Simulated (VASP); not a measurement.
# CaMn2Bi2 (P-3m1) in VASP: a series of runs

Runs on CaMn2Bi2. Level: LDA. Tasks: single point.

All numbers are computed with VASP 6.6.1; they aren't measurements. Logs are shortened: lines on timing, memory, paths and dates and some standing lists are left out, and cuts for length are marked.

### 1 The cell of the first run

The structure is trigonal, space group P-3m1 (No. 164). Conventional cell: a = 4.243 Å, b = 4.243 Å, c = 7.537 Å, α = 90.00°, β = 90.00°, γ = 120.00°. Within 4.3 Å of Ca (site symmetry -3m) lie 6 Bi at 3.10 Å and 6 Mn at 3.92 Å and 6 Ca at 4.24 Å. Within 3.4 Å of Mn (site symmetry 3m) lie 4 Bi at 2.59 to 2.71 Å and 3 Mn at 2.84 Å. Within 3.4 Å of Bi (site symmetry 3m) lie 4 Mn at 2.59 to 2.71 Å and 3 Ca at 3.10 Å.

### 2 Single point, LDA, collinear spin, antiferromagnetic start (23.50 Å³/atom)

The input, INCAR:

```
SYSTEM = CaMn2Bi2
PREC = Accurate
ENCUT = 520
EDIFF = 1E-6
ISMEAR = 0
SIGMA = 0.05
LREAL = .FALSE.
LASPH = .TRUE.
NELM = 150
ALGO = Normal
ISIF = 2
LWAVE = .FALSE.
LCHARG = .TRUE.
ISPIN = 2
MAGMOM = 0 3.75 -3.75 0 0
LORBIT = 11
LMAXMIX = 4
GGA = CA
LVHAR = .TRUE.
NBANDS = 45
KPAR = 4
```

The input, KPOINTS:

```
regular mesh
0
G
  12 12 6
  0 0 0
```

The input, POSCAR:

```
CaMn2Bi2
1.0
    4.2429708108      0.0000000000      0.0000000000
   -2.1214854054      3.6745205097      0.0000000000
    0.0000000000      0.0000000000      7.5368265487
Ca Mn Bi
1 2 2
Direct
    0.0000000000      0.0000000000      0.0000017706
    0.6666666667      0.3333333333      0.5946735615
    0.3333333333      0.6666666667      0.4053253454
    0.6666666667      0.3333333333      0.2515379178
    0.3333333333      0.6666666667      0.7484614047
```

Potentials or basis: VASP PAW LDA potentials, release 64 (Ca_sv, Mn_pv, Bi_d).

The run is started by

```
> cat potpaw_LDA.64/Ca_sv/POTCAR potpaw_LDA.64/Mn_pv/POTCAR potpaw_LDA.64/Bi_d/POTCAR > POTCAR
> mpirun -np 4 vasp_std > vasp.out
```

OUTCAR:

```text
SYSTEM = CaMn2Bi2
   PREC = Accurate
   ENCUT = 520
   EDIFF = 1E-6
   ISMEAR = 0
   LREAL = .FALSE.
   LASPH = .TRUE.
   NELM = 150
   ISIF = 2
   ISPIN = 2
   LORBIT = 11
   GGA = CA

 ion  position               nearest neighbor table
   1  0.000  0.000  0.000-   4 3.10   4 3.10   4 3.10   5 3.10   5 3.10   5 3.10
   2  0.667  0.333  0.595-   4 2.59   5 2.71   5 2.71   5 2.71   3 2.84   3 2.84   3 2.84
   3  0.333  0.667  0.405-   5 2.59   4 2.71   4 2.71   4 2.71   2 2.84   2 2.84   2 2.84
   4  0.667  0.333  0.252-   2 2.59   3 2.71   3 2.71   3 2.71   1 3.10   1 3.10   1 3.10
   5  0.333  0.667  0.748-   3 2.59   2 2.71   2 2.71   2 2.71   1 3.10   1 3.10   1 3.10

  LATTYP: Found a hexagonal cell.
 ALAT       =     4.2429708108
 C/A-ratio  =     1.7763088376

  Lattice vectors:

 A1 = (   4.2429708108,   0.0000000000,   0.0000000000)
 A2 = (  -2.1214854054,   3.6745205097,   0.0000000000)
 A3 = (   0.0000000000,   0.0000000000,   7.5368265487)

Analysis of symmetry for initial positions (statically):
=====================================================================
 Subroutine PRICEL returns:
 Original cell was already a primitive cell.

 Routine SETGRP: Setting up the symmetry group for a
 hexagonal supercell.

 Subroutine GETGRP returns: Found 12 space group operations
 (whereof 12 operations were pure point group operations)
 out of a pool of 24 trial point group operations.

The static configuration has the point symmetry D_3d.

Analysis of symmetry for dynamics (positions and initial velocities):
=====================================================================
 Subroutine PRICEL returns:
 Original cell was already a primitive cell.

 Routine SETGRP: Setting up the symmetry group for a
 hexagonal supercell.

 Subroutine GETGRP returns: Found 12 space group operations
 (whereof 12 operations were pure point group operations)
 out of a pool of 24 trial point group operations.

The dynamic configuration has the point symmetry D_3d.

Analysis of structural, dynamic, and magnetic symmetry:
=====================================================================
 Subroutine PRICEL returns:
 Original cell was already a primitive cell.

 Routine SETGRP: Setting up the symmetry group for a
 hexagonal supercell.

 Subroutine GETGRP returns: Found 12 space group operations
 (whereof 12 operations were pure point group operations)
 out of a pool of 24 trial point group operations.

The overall configuration has the point symmetry D_3d.

 Subroutine INISYM returns: Found 12 space group operations
 (whereof 12 operations are pure point group operations),
 and found     1 'primitive' translations

----------------------------------------------------------------------------------------

                                     Primitive cell

  volume of cell :     117.5058

  direct lattice vectors                    reciprocal lattice vectors
     4.242970811  0.000000000  0.000000000     0.235683922  0.136072176  0.000000000
    -2.121485405  3.674520510  0.000000000     0.000000000  0.272144351  0.000000000
     0.000000000  0.000000000  7.536826549     0.000000000  0.000000000  0.132681838

  length of vectors
     4.242970811  4.242970811  7.536826549     0.272144351  0.272144351  0.132681838

  position of ions in fractional coordinates (direct lattice)
     0.000000000  0.000000000  0.000001771
     0.666666667  0.333333333  0.594673562
     0.333333333  0.666666667  0.405325345
     0.666666667  0.333333333  0.251537918
     0.333333333  0.666666667  0.748461405

  ion indices of the primitive-cell ions
   primitive index   ion index
                 1           1
                 2           2
                 3           3
                 4           4
                 5           5

----------------------------------------------------------------------------------------

 KPOINTS: regular mesh

Automatic generation of k-mesh.
 Grid dimensions read from file:
 generate k-points for:   12   12    6

 Generating k-lattice:

  Cartesian coordinates                     Fractional coordinates (reciprocal lattice)
     0.019640327  0.011339348  0.000000000     0.083333333  0.000000000  0.000000000
     0.000000000  0.022678696  0.000000000     0.000000000  0.083333333  0.000000000
     0.000000000  0.000000000  0.022113640     0.000000000  0.000000000  0.166666667

  Length of vectors
     0.022678696  0.022678696  0.022113640

  Shift w.r.t. Gamma in fractional coordinates (k-lattice)
     0.000000000  0.000000000  0.000000000

 Subroutine IBZKPT returns following result:
 ===========================================

 Found    100 irreducible k-points:

 Following reciprocal coordinates:
            Coordinates               Weight
  0.000000  0.000000  0.000000      1.000000
  0.083333  0.000000  0.000000      6.000000
  0.166667  0.000000  0.000000      6.000000
  0.250000  0.000000  0.000000      6.000000
  0.333333  0.000000  0.000000      6.000000
  0.416667  0.000000  0.000000      6.000000
[... 16 lines left out ...]
  0.166667  0.000000  0.166667      6.000000
  0.000000  0.166667  0.166667      6.000000
 [... further k-points ...]
   k-points           NKPTS =    100   k-points in BZ     NKDIM =    100   number of bands    NBANDS=     45
   number of dos      NEDOS =    301   number of ions     NIONS =      5
   total plane-waves  NPLWV =  57344
   dimension x,y,z NGX =    32 NGY =   32 NGZ =   56
   dimension x,y,z NGXF=    64 NGYF=   64 NGZF=  112
   ions per type =               1   2   2
   NGX,Y,Z   is equivalent  to a cutoff of  12.54, 12.54, 12.35 a.u.
   NGXF,Y,Z  is equivalent  to a cutoff of  25.08, 25.08, 24.70 a.u.
 SYSTEM =  CaMn2Bi2
   PREC   = accura    normal or accurate (medium, high low for compatibility)
   ISTART =      0    job   : 0-new  1-cont  2-samecut
   ICHARG =      2    charge: 1-file 2-atom 10-const
   ISPIN  =      2    spin polarized calculation?
   LNONCOLLINEAR =      F non collinear calculations
   LSORBIT =      F    spin-orbit coupling
   LASPH  =      T    aspherical Exc in radial PAW
   ENCUT  =  520.0 eV  38.22 Ry    6.18 a.u.   7.89  7.89 14.01*2*pi/ulx,y,z
   NELM   =    150;   NELMIN=  2; NELMDL= -5     # of ELM steps
   EDIFF  = 0.1E-05   stopping-criterion for ELM
   LREAL  =      F    real-space projection
   EDIFFG = 0.1E-04   stopping-criterion for IOM
   NSW    =      0    number of steps for IOM
   IBRION =     -1    ionic relax: 0-MD 1-quasi-New 2-CG
   NFREE  =      0    steps in history (QN), initial steepest desc. (CG)
   ISIF   =      2    stress and relaxation
   ISYM   =      2    0-nonsym 1-usesym 2-fastsym
   POTIM  = 0.5000    time-step for ionic-motion
   TEBEG  =    0.0;   TEEND  =   0.0 temperature during run
   PSTRESS=    0.0 pullay stress
   NELECT =      66.0000    total number of electrons
   NUPDOWN=      -1.0000    fix difference up-down
   EMIN   =  10.00;   EMAX   =-10.00  energy-range for DOS
   EFERMI =   0.00;   METHOD = LEGACY
   ISMEAR =     0;   SIGMA  =   0.05  broadening in eV -4-tet -1-fermi 0-gaus
   EFERMI_NEDOS =   21; number of points for ismear=-14 and -15
   IALGO  =     38    algorithm
   IMIX   =      4    mixing-type and parameters
     AMIX     =   0.40;   BMIX     =  1.00
     AMIX_MAG =   1.60;   BMIX_MAG =  1.00
  volume/ion in A,a.u.               =      23.50       158.59
  Fermi-wavevector in a.u.,A,eV,Ry     =   1.350734  2.552517 24.823578  1.824481
  Thomas-Fermi vector in A             =   2.478214
   LORBIT       =     11    0 simple, 1 ext, 2 COOP (PROOUT), +10 PAW based schemes
   GGA     = CA    functional components
   LHFCALC =     F    Hartree Fock is set to
   AEXX    =    0.0000 exact exchange contribution
   IVDW    =     0    specifies the selected vdW correction
   LEPSILON=     F    determine dielectric tensor
   LRPA    =     F    only Hartree local field effects (RPA)
 spin polarized calculation
 Gauss-broadening in eV      SIGMA  =   0.05
  energy-cutoff  :      520.00
  volume of cell :      117.51
 maximum number of plane-waves:      3222
   NGX = 15   NGY = 15   NGZ = 29

 number of electron      66.0000000 magnetization       0.0000000

 number of electron      66.0000000 magnetization      -0.0000000

 Free energy of the ion-electron system (eV)
  ---------------------------------------------------
  ext. energy  EPLUGINS =         0.00000000
  ---------------------------------------------------
  free energy    TOTEN  =       -30.80643915 eV

  energy without entropy =      -30.80374722  energy(sigma->0) =      -30.80509319

 E-fermi :   6.7454     XC(G=0): -10.6734

 val. band max:        6.7378786469   @ k =   0.4167   0.0000   0.1667
 cond. band min:       6.7525841531   @ k =   0.3333   0.0000   0.1667
 fundamental gap:      0.0147055063
 Fermi energy:         6.7454491078

 spin component 1

 k-point     1 :       0.0000    0.0000    0.0000
  band No.  band energies     occupation
      1     -42.6033      1.00000
      2     -42.6033      1.00000
      3     -42.4283      1.00000
      4     -39.4090      1.00000
      5     -39.3696      1.00000
      6     -39.3696      1.00000
[... 1141 lines left out ...]
     44      11.2679      0.00000
     45      11.5549      0.00000

 [... further k-points ...]

 spin component 2

 k-point     1 :       0.0000    0.0000    0.0000
  band No.  band energies     occupation
      1     -42.6036      1.00000
      2     -42.6036      1.00000
      3     -42.4286      1.00000
      4     -39.4087      1.00000
      5     -39.3693      1.00000
      6     -39.3693      1.00000
[... 1141 lines left out ...]
     44      11.2681      0.00000
     45      11.5549      0.00000

 [... further k-points ...]

------------------------ aborting loop because EDIFF is reached ----------------------------------------

  FORCE on cell =-STRESS in cart. coord.  units (eV):
  Direction    XX          YY          ZZ          XY          YZ          ZX
  --------------------------------------------------------------------------------------
  -------------------------------------------------------------------------------------
  Total        1.1332326      1.1332326      1.1445479      0.0000000      0.0000000      0.0000000
  in kB       15.4514918     15.4514918     15.6057744      0.0000000      0.0000000      0.0000000
  external PRESSURE =      15.5029193 kB  Pullay stress =       0.0000000 kB

 VOLUME and BASIS-vectors are now :
 -----------------------------------------------------------------------------
  energy-cutoff  :      520.00
  volume of cell :      117.51
      direct lattice vectors                 reciprocal lattice vectors
     4.242970811  0.000000000  0.000000000     0.235683922  0.136072176  0.000000000
    -2.121485405  3.674520510  0.000000000     0.000000000  0.272144351  0.000000000
     0.000000000  0.000000000  7.536826549     0.000000000  0.000000000  0.132681838

 POSITION                                       TOTAL-FORCE (eV/Angst)
 -----------------------------------------------------------------------------------
      0.00000      0.00000      0.00001         0.000000      0.000000     -0.000000
      2.12149      1.22484      4.48195         0.000000      0.000000     -0.055113
     -0.00000      2.44968      3.05487        -0.000000      0.000000      0.055113
      2.12149      1.22484      1.89580        -0.000000      0.000000      0.087604
     -0.00000      2.44968      5.64102         0.000000     -0.000000     -0.087604
 -----------------------------------------------------------------------------------
    total drift:                                0.000000     -0.000000      0.001882

  FREE ENERGIE OF THE ION-ELECTRON SYSTEM (eV)
  ---------------------------------------------------
  free  energy   TOTEN  =       -30.8064391524 eV

  energy  without entropy=      -30.8037472238  energy(sigma->0) =      -30.80509319

 total charge

# of ion       s       p       d       tot
------------------------------------------
    1        2.042   5.840   0.316   8.198
    2        0.293   6.230   5.077  11.601
    3        0.293   6.230   5.077  11.601
    4        1.431   1.795   9.910  13.136
    5        1.431   1.795   9.910  13.136
--------------------------------------------------
tot          5.491  21.890  30.291  57.671

 magnetization (x)

# of ion       s       p       d       tot
------------------------------------------
    1        0.000   0.000   0.000   0.000
    2        0.037   0.039   3.212   3.289
    3       -0.037  -0.039  -3.212  -3.289
    4       -0.002   0.018  -0.008   0.007
    5        0.002  -0.018   0.008  -0.007
--------------------------------------------------
tot          0.000   0.000   0.000   0.000
```

It took 2.3 min on 4 MPI ranks of Intel Xeon 6975P-C (Granite Rapids), shared host; peak memory 0.78 GiB.

Results:

- Free energy: -30.8064 eV
- Pressure: 1.6 GPa
- Largest force: 0.088 eV/Å
- Band gap on the k mesh: zero (filled and empty bands overlap)
- Net moment: 0.00 μB per cell
- Site moments: Ca +0.00; Mn +3.29, -3.29; Bi +0.01, -0.01 μB
- Valence electrons inside the program's atomic spheres: Ca 8.20; Mn 11.60; Bi 13.14

Forces in eV/Å, atoms in the order of the input:
```
Ca   0.000  0.000  0.000
Mn   0.000  0.000 -0.055
Mn   0.000  0.000  0.055
Bi   0.000  0.000  0.088
Bi   0.000  0.000 -0.088
```

Caveat: the antiferromagnetic order is the one typed at the start, and another may lie lower; spin-orbit coupling is left out, which moves the levels of the heavy elements.

(Part 1 of 2 ends here.)

The gap in the log of VASP goes by the Fermi energy; the results here count the filled bands.